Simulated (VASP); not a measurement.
# Ta in VASP: a series of runs, part 2 of 2

VASP 6.6.1. The steps go on from the part before.

## Step 4: Relaxation of cell and atoms, PBE, target pressure 10 GPa, at which the enthalpy is minimised

This run uses another cell than the first one, of 17.43 Å³/atom, 1.114 times its volume.

File INCAR:

```
  PREC = Accurate
  ENCUT = 600
  EDIFF = 1E-7
  ISMEAR = 0
  SIGMA = 0.1
  LREAL = False
  LASPH = True
  NELM = 80
  ALGO = Fast
  ISIF = 3
  LWAVE = False
  LCHARG = False
  GGA = PE
  IBRION = 2
  NSW = 70
  EDIFFG = -0.008
  PSTRESS = 100.0
```

File KPOINTS:

```
Automatic mesh
0
Gamma
  18 18 18
```

File POSCAR:

```
Ta
1.0
   -1.6331938668      1.6331938668      1.6331938668
    1.6331938668     -1.6331938668      1.6331938668
    1.6331938668      1.6331938668     -1.6331938668
Ta
1
Direct
    0.0000000000      0.0000000000      0.0000000000
```

Potentials or basis: VASP PAW PBE potentials, release 64 (Ta_pv).

Command:

```bash
cat potpaw_PBE.64/Ta_pv/POTCAR > POTCAR
mpirun -np 1 vasp_std > vasp.out
```

OUTCAR:

```text
PREC = Accurate
   ENCUT = 600
   EDIFF = 1E-7
   ISMEAR = 0
   LREAL = False
   LASPH = True
   NELM = 80
   ISIF = 3
   GGA = PE
   IBRION = 2
   NSW = 70
   EDIFFG = -0.008
   PSTRESS = 100.0

 ion  position               nearest neighbor table
   1  0.000  0.000  0.000-

  LATTYP: Found a body centered cubic cell.
 ALAT       =     3.2663877336

  Lattice vectors:

 A1 = (  -1.6331938668,   1.6331938668,   1.6331938668)
 A2 = (   1.6331938668,  -1.6331938668,   1.6331938668)
 A3 = (   1.6331938668,   1.6331938668,  -1.6331938668)

Analysis of symmetry for initial positions (statically):
=====================================================================
 Subroutine PRICEL returns:
 Original cell was already a primitive cell.

 Routine SETGRP: Setting up the symmetry group for a
 body centered cubic supercell.

 Subroutine GETGRP returns: Found 48 space group operations
 (whereof 48 operations were pure point group operations)
 out of a pool of 48 trial point group operations.

The static configuration has the point symmetry O_h .

Analysis of symmetry for dynamics (positions and initial velocities):
=====================================================================
[... 166 lines left out ...]
  Total        1.1217712      1.1217712      1.1217712      0.0000000      0.0000000      0.0000000
  in kB      103.1434540    103.1434540    103.1434540      0.0000000      0.0000000      0.0000000
  external PRESSURE =       3.1434540 kB  Pullay stress =     100.0000000 kB
[... 61 lines left out ...]
--------------------------------------- Ionic step        3  -------------------------------------------

 number of electron      11.0000001 magnetization

 Free energy of the ion-electron system (eV)
  ---------------------------------------------------
  ext. energy  EPLUGINS =         0.00000000
  ---------------------------------------------------
  free energy    TOTEN  =       -11.79123820 eV

  energy without entropy =      -11.78537068  energy(sigma->0) =      -11.78830444

 E-fermi :   5.7585     XC(G=0): -12.7805

 val. band max:        5.7585109285   @ k =  -0.1667   0.2222   0.0556
 cond. band min:       5.7650032192   @ k =   0.1111   0.1111   0.0000
 fundamental gap:      0.0064922908
 Fermi energy:         5.7585221282

 k-point     1 :       0.0000    0.0000    0.0000
  band No.  band energies     occupation
      1     -27.1939      2.00000
      2     -27.1939      2.00000
      3     -27.1939      2.00000
      4      -2.2907      2.00000
      5       6.4823      0.00000
      6       6.4823      0.00000
      7       6.4823      0.00000
      8       9.8690      0.00000
      9       9.8690      0.00000
[... 265 lines left out ...]
 k-point    24 :       0.3889    0.1111    0.0000
  band No.  band energies     occupation
      1     -28.4155      2.00000
      2     -27.6484      2.00000
      3     -27.2604      2.00000
      4       1.6423      2.00000
      5       4.2405      2.00000
      6       6.4962      0.00000
      7       9.6292      0.00000
      8      10.9863      0.00000
      9      13.9578      0.00000

 [... further k-points ...]

------------------------ aborting loop because EDIFF is reached ----------------------------------------

  FORCE on cell =-STRESS in cart. coord.  units (eV):
  Direction    XX          YY          ZZ          XY          YZ          ZX
  --------------------------------------------------------------------------------------
  -------------------------------------------------------------------------------------
  Total        1.0915964      1.0915964      1.0915964      0.0000000     -0.0000000      0.0000000
  in kB      100.2308362    100.2308362    100.2308362      0.0000000     -0.0000000      0.0000000
  external PRESSURE =       0.2308362 kB  Pullay stress =     100.0000000 kB
[... 20 lines left out ...]
  energy  without entropy=      -11.7853706798  energy(sigma->0) =      -11.78830444

  enthalpy is  TOTEN    =       -10.7021558266 eV   P V=        1.0890823685

 reached required accuracy - stopping structural energy minimisation
```

Wall time 42 s (1 thread of Intel Xeon Platinum 8559C (Emerald Rapids), shared host); peak memory 0.18 GiB.

What came out:

```yaml
Free_energy: -11.7912 eV
Relaxed_volume: 17.45 Å³/atom
Relaxed_cell: a = 2.830 Å, b = 2.830 Å, c = 2.830 Å, α = 109.47°, β = 109.47°, γ = 109.47°
Space_group_after_relaxing_to_0.05_Å: Im-3m (No. 229)
Energy_change_on_relaxing_the_enthalpy_is_what_falls: -1.5 meV/atom
Ionic_steps: 3
Pressure_after_relaxing: 10.0 GPa
```

The path:
```
step  energy change (eV)  largest force (eV/Å)  pressure (GPa)  volume (Å³)
   1              0.0000                0.0000           10.31        17.43
   2             -0.0052                0.0000            9.15        17.51
   3             -0.0015                0.0000           10.02        17.45
```

Final structure:
```
CELL_PARAMETERS angstrom
-1.63394 1.63394 1.63394
1.63394 -1.63394 1.63394
1.63394 1.63394 -1.63394
ATOMIC_POSITIONS crystal
Ta 0.00000 0.00000 0.00000
```

Caveat: the cell is relaxed towards a set pressure, so the enthalpy falls and the energy may rise; spin-orbit coupling is left out, which moves the levels of the heavy elements.

## Step 5: Relaxation of cell and atoms, PBE, target pressure 5 GPa, at which the enthalpy is minimised

This run uses another cell than the first one, of 17.83 Å³/atom, 1.140 times its volume.

File INCAR:

```
SYSTEM = Ta
ALGO = Fast ; EDIFF = 1E-6
EDIFFG = -0.008 ; ENCUT = 600
GGA = PE ; IBRION = 2
ISIF = 3 ; ISMEAR = 0
LASPH = .True. ; LCHARG = .False.
LREAL = .False. ; LWAVE = .False.
NELM = 60 ; NSW = 70
PREC = Accurate ; PSTRESS = 50.0
SIGMA = 0.1
```

File KPOINTS:

```
k-points
0
Gamma
  18 18 18
  0 0 0
```

File POSCAR:

```
Ta
1.0
   -1.6457131610      1.6457131610      1.6457131610
    1.6457131610     -1.6457131610      1.6457131610
    1.6457131610      1.6457131610     -1.6457131610
Ta
1
Direct
    0.0000000000      0.0000000000      0.0000000000
```

Command:

```bash
cat potpaw_PBE.64/Ta_pv/POTCAR > POTCAR
mpirun -np 1 vasp_std > vasp.out
```

Wall time 30 s (1 thread of Intel Xeon Platinum 8559C (Emerald Rapids), shared host); peak memory 0.17 GiB.

It converged, with:

| Quantity | Value |
| --- | --- |
| Free energy | -11.8098 eV |
| Relaxed volume | 17.85 Å³/atom |
| Relaxed cell | a = 2.851 Å, b = 2.851 Å, c = 2.851 Å, α = 109.47°, β = 109.47°, γ = 109.47° |
| Space group after relaxing (to 0.05 Å) | Im-3m (No. 229) |
| Energy change on relaxing (the enthalpy is what falls) | -0.6 meV/atom |
| Ionic steps | 3 |
| Pressure after relaxing | 5.0 GPa |

Step by step:
```csv
step,energy change (eV),largest force (eV/Å),pressure (GPa),volume (Å³)
1,0.0000,0.0000,5.19,17.83
2,-0.0016,0.0000,4.53,17.88
3,-0.0006,0.0000,5.03,17.85
```

Final structure:
```
Ta
1.0
    -1.64625    1.64625    1.64625
     1.64625   -1.64625    1.64625
     1.64625    1.64625   -1.64625
Ta
1
Cartesian
  0.0000 0.0000 0.0000
```

Levels at points of the mesh, in eV from the Fermi level:
```tsv
k point	band 3	band 4	band 5	band 6	band 7	band 8
(0.00, 0.00, 0.00)	-33.04	-7.96	0.72	0.72	0.72	4.03
(0.50, 0.00, 0.00)	-33.05	-4.43	-1.58	1.62	3.92	4.96
(0.50, 0.50, 0.50)	-33.89	-3.87	-3.87	6.90	6.90	6.90
```

Caveat: the cell is relaxed towards a set pressure, so the enthalpy falls and the energy may rise; spin-orbit coupling is left out, which moves the levels of the heavy elements.

## Step 6: Single point, PBE (uniaxial strain along a: +2.0 %, then relaxed in part)

File INCAR:

```
ALGO = Fast
EDIFF = 1E-6
ENCUT = 520
GGA = PE
ISIF = 2
ISMEAR = 0
LASPH = True
LCHARG = True
LELF = True
LREAL = False
LVHAR = True
LWAVE = False
NBANDS = 18
NELM = 100
PREC = Accurate
SIGMA = 0.1
```

File KPOINTS:

```
k-points
0
Gamma
  16 16 16
```

File POSCAR:

```
Ta
1.0
    3.3854436390      0.0000000000      0.0000000000
    0.0000000000      3.2952743658      0.0000000000
    0.0000000000      0.0000000000      3.2952743658
Ta
2
Direct
    0.0000000000      0.0000000000      0.0000000000
    0.5000000000      0.5000000000      0.5000000000
```

Potentials or basis: VASP PAW PBE potentials, release 64 (Ta_pv).

Command:

```bash
cat potpaw_PBE.64/Ta_pv/POTCAR > POTCAR
mpirun -np 1 vasp_std > vasp.out
```

It took 2.3 min on 1 thread of Intel Xeon 6975P-C (Granite Rapids), shared host; peak memory 0.33 GiB.

It converged, with:

```yaml
Free_energy: -23.6245 eV
Pressure: -0.8 GPa
Band_gap_on_the_k_mesh: zero (band 11 reaches 6.95 eV, above the bottom of band 12 at 4.16 eV)
```

Stress tensor (GPa, compression positive):
```
-2.55  0.00  0.00
 0.00  0.07  0.00
 0.00  0.00  0.07
```

Levels at points of the mesh, in eV from the Fermi level:
| k point | band 8 | band 9 | band 10 | band 11 | band 12 | band 13 | band 14 | band 15 |
| --- | --- | --- | --- | --- | --- | --- | --- | --- |
| (0.00, 0.00, 0.00) | -3.72 | -3.64 | 0.63 | 0.63 | 0.96 | 3.70 | 4.15 | 6.60 |
| (0.50, 0.00, 0.00) | -3.82 | -0.94 | -0.94 | 1.37 | 1.37 | 1.37 | 1.37 | 3.26 |
| (0.00, 0.50, 0.00) | -3.64 | -0.84 | -0.84 | 1.04 | 1.04 | 1.31 | 1.31 | 3.09 |
| (0.50, 0.50, 0.00) | -4.29 | -1.36 | -1.36 | 1.44 | 1.44 | 3.61 | 3.61 | 4.79 |
| (0.00, 0.50, 0.50) | -4.27 | -1.70 | -1.70 | 1.63 | 1.63 | 4.10 | 4.10 | 4.96 |
| (0.50, 0.50, 0.50) | -1.32 | -1.17 | -1.17 | -1.17 | -1.17 | 4.81 | 4.81 | 5.10 |

Caveat: the cell differs from its parent crystal (uniaxial strain along a: +2.0 %, then relaxed in part); spin-orbit coupling is left out, which moves the levels of the heavy elements.

## Step 7: Overview

| task | cell | k mesh | cutoff (eV) | gap on the mesh (eV) | pressure (GPa) |
| --- | --- | --- | --- | --- | --- |
| relaxation of cell and atoms | relaxed to 40 GPa from a = 2.729 Å, angles 109.5°, 1 atom | 18 × 18 × 18 | 600 | none | 40.0 |
| relaxation of cell and atoms | relaxed to 20 GPa from a = 2.790 Å, angles 109.5°, 1 atom | 18 × 18 × 18 | 600 | none | 20.0 |
| relaxation of cell and atoms | relaxed to 10 GPa from a = 2.829 Å, angles 109.5°, 1 atom | 18 × 18 × 18 | 600 | none | 10.0 |
| relaxation of cell and atoms | relaxed to 5 GPa from a = 2.850 Å, angles 109.5°, 1 atom | 18 × 18 × 18 | 600 | none | 5.0 |
| single point | a = 3.385, b = 3.295, c = 3.295 Å, 2 atoms | 16 × 16 × 16 | 520 | none | -0.8 |

Alike in all rows: level PBE; potentials or basis VASP PAW PBE potentials, release 64 (Ta_pv); no spin polarisation; smearing gaussian 0.1 eV.

Caveats: spin-orbit coupling is left out, which moves the levels of the heavy elements; the cell is relaxed towards a set pressure, so the enthalpy falls and the energy may rise (some runs).

Total energies depend on the potentials used, so only differences within one code and one set of settings carry meaning.
